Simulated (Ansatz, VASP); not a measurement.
RuW3 in VASP and in Ansatz

```
Ru W
1.0
     3.97428    0.00000    0.00000
     0.00000    3.97428    0.00000
     0.00000    0.00000    3.97428
Ru W
1 3
Direct
  0.00000 0.00000 0.00000
  0.00000 0.50000 0.50000
  0.50000 0.00000 0.50000
  0.50000 0.50000 0.00000
```

Alike in both runs: task relaxation of cell and atoms; functional PBE; k mesh 12 × 12 × 12; occupations gaussian, width 0.1 eV; no spin polarisation.

|  | VASP | Ansatz |
| --- | --- | --- |
| version | VASP 6.6.1 | Ansatz 0.2.0 |
| potentials or method | VASP PAW PBE potentials, release 64 (Ru_pv, W_sv), cutoff 600 eV | scalar-relativistic, plane waves, PAW |
| valence electrons in the cell | 56 | 58 |

Ansatz gave:

| Item | Value |
| --- | --- |
| gap on the k mesh at the Fermi level, each at its own relaxed structure (eV) | none |
| relaxed volume (Å³/atom) | 15.69 |
| relaxed cell length with the largest relative difference (Å) | 3.974 |

**Question.** What did VASP give for the same quantities?

**Answer.** gap on the k mesh at the Fermi level, each at its own relaxed structure (eV): none; relaxed volume (Å³/atom): 15.72; relaxed cell length with the largest relative difference (Å): 3.976.

A gap of «none» marks a metal or a gap that the smearing closes. VASP's potentials hold 56 valence electrons a cell and Ansatz's 58, so a difference there can come from the potentials and not from the codes.

Spin-orbit coupling is off throughout.
